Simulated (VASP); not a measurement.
Write the native input for VASP 6.6.1 that does the following.

```
Task                   : single point
Functional             : PBE
Potentials or basis    : VASP PAW PBE potentials, release 64 (Cl, Na_pv)
Cutoff                 : 520 eV
k mesh                 : 8 × 8 × 8
Occupations            : fermi-dirac, width 0.05 eV
Spin                   : no spin polarisation
Dipole correction      : no
Further INCAR settings : ALGO = Normal; EDIFF = 1e-06; NBANDS = 26
```

The structure of Na3Cl2 lies in POSCAR:

```
Na3Cl2
1.0
    1.7599510000    -10.1702560000      0.0000000000
    1.7599510000     10.1702560000      0.0000000000
    0.0000000000      0.0000000000      3.5276360000
Cl Na
2 3
Direct
    0.0865980000      0.9134020000      0.5000000000
    0.9134020000      0.0865980000      0.5000000000
    0.6689890000      0.3310110000      0.0000000000
    0.3310110000      0.6689890000      0.0000000000
    0.5000000000      0.5000000000      0.0000000000
```

The input as run:

INCAR

```
SYSTEM = Na3Cl2
  PREC = Accurate
  ENCUT = 520
  EDIFF = 1E-6
  ISMEAR = -1
  SIGMA = 0.05
  LREAL = .FALSE.
  LASPH = .TRUE.
  NELM = 100
  ALGO = Normal
  ISIF = 2
  LWAVE = .FALSE.
  LCHARG = .FALSE.
  GGA = PE
  NBANDS = 26
```

KPOINTS

```
regular mesh
0
G
  8 8 8
  0 0 0
```

Potentials or basis: VASP PAW PBE potentials, release 64 (Cl, Na_pv).

The run is started by

```console
$ cat potpaw_PBE.64/Cl/POTCAR potpaw_PBE.64/Na_pv/POTCAR > POTCAR
$ mpirun -np 1 vasp_std > vasp.out
```

It gave:

The pressure is 0.0 GPa, the largest force is 0.009 eV/Å and the band gap on the k mesh is zero (an odd number of electrons rules out a gap without spin polarisation).

Run time: 24 min on 1 thread of Intel Xeon 8259CL, with other jobs on the host, peak memory 0.52 GiB.
